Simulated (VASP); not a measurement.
Crystal: Ni3Pt.

```xyz
4
Lattice="3.6957 0.0000 0.0000 0.0000 3.6957 0.0000 0.0000 0.0000 3.6957" Properties=species:S:1:pos:R:3 pbc="T T T"
Ni    1.8478    0.0000    1.8478
Ni    0.0000    1.8478    1.8478
Ni    1.8478    1.8478    0.0000
Pt    0.0000    0.0000    0.0000
```

This cell differs from its parent crystal: volume scaled by 1.06.

Base run:

| Item | Value |
| --- | --- |
| Program | VASP 6.6.1 |
| Functional | LDA |
| Potentials or basis | VASP PAW LDA potentials, release 64 (Ni, Pt) |
| Cutoff | 520 eV |
| k mesh | 9 × 9 × 9 |
| Occupations | fermi-dirac, width 0.05 eV |
| Spin | collinear spin, ferromagnetic start |
| Starting moments | [1.5, 1.5, 1.5, 0.6] μB |

Its results: pressure -21.5 GPa.

Problem. The run is repeated on the same cell with these changes: spin from collinear spin, ferromagnetic start to no spin polarisation; further incar settings from ALGO = Normal; EDIFF = 1e-06; NBANDS = 32 to ALGO = Normal; EDIFF = 1e-06; NBANDS = 28. What comes out?

Solution. Pressure -22.8 GPa.
